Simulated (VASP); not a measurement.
A run of VASP 6.6.1:

File INCAR:

```
SYSTEM = CaO
ALGO = Normal ; EDIFF = 1E-6
ENCUT = 520 ; GGA = PE
ISIF = 2 ; ISMEAR = 0
LASPH = .True. ; LCHARG = .True.
LELF = .True. ; LREAL = .False.
LVHAR = .True. ; LWAVE = .False.
NBANDS = 15 ; NELM = 100
PREC = Accurate ; SIGMA = 0.024
```

KPOINTS

```
k-points
0
Gamma
  10 10 10
  0 0 0
```

The input POSCAR:

```
CaO
1.0
    0.0000000000      2.4035556960      2.4035556960
    2.4035556960      0.0000000000      2.4035556960
    2.4035556960      2.4035556960      0.0000000000
Ca O
1 1
Direct
    0.0000000000      0.0000000000      0.0000000000
    0.5000000000      0.5000000000      0.5000000000
```

Potentials or basis: VASP PAW PBE potentials, release 64 (Ca_sv, O).

The run is started by

```console
$ cat potpaw_PBE.64/Ca_sv/POTCAR potpaw_PBE.64/O/POTCAR > POTCAR
$ mpirun -np 1 vasp_std > vasp.out
```

Hardware: 1 thread of Intel Xeon 8259CL, with other jobs on the host.

Question: Estimate the wall time of this run.

Answer: It took 31 s on 1 thread of Intel Xeon 8259CL, on a shared host, peak memory 0.17 GiB. Counts: scf iterations 12, k points 47.
